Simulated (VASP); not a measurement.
A run of VASP 6.6.1:

File INCAR:

```
SYSTEM = InP
PREC = Accurate
ENCUT = 520
EDIFF = 1E-6
ISMEAR = 0
SIGMA = 0.01
LREAL = .FALSE.
LASPH = .TRUE.
NELM = 80
ALGO = Normal
ISIF = 2
LWAVE = .FALSE.
LCHARG = .FALSE.
GGA = PE
NBANDS = 16
```

The input KPOINTS:

```
regular mesh
0
G
  6 6 6
  0 0 0
```

File POSCAR:

```
InP
1.0
    0.0000000000      2.8774475815      2.8774475815
    2.8774475815      0.0000000000      2.8774475815
    2.8774475815      2.8774475815      0.0000000000
In P
1 1
Direct
    0.0000000000      0.0000000000      0.0000000000
    0.2500000000      0.2500000000      0.2500000000
```

Potentials or basis: VASP PAW PBE potentials, release 64 (In_d, P).

Run with:

```console
$ cat potpaw_PBE.64/In_d/POTCAR potpaw_PBE.64/P/POTCAR > POTCAR
$ mpirun -np 1 vasp_std > vasp.out
```

Hardware: 1 thread of Intel(R) Xeon(R) Platinum 8259CL CPU @ 2.50GHz (Skylake/Cascade Lake), on a shared host.

**Question.** Estimate the wall time of this run.

**Answer.** Wall time 18 s on 1 thread of Intel(R) Xeon(R) Platinum 8259CL CPU @ 2.50GHz (Skylake/Cascade Lake), with other jobs on the host, peak memory 0.17 GiB. Counts: scf iterations 13, k points 16.
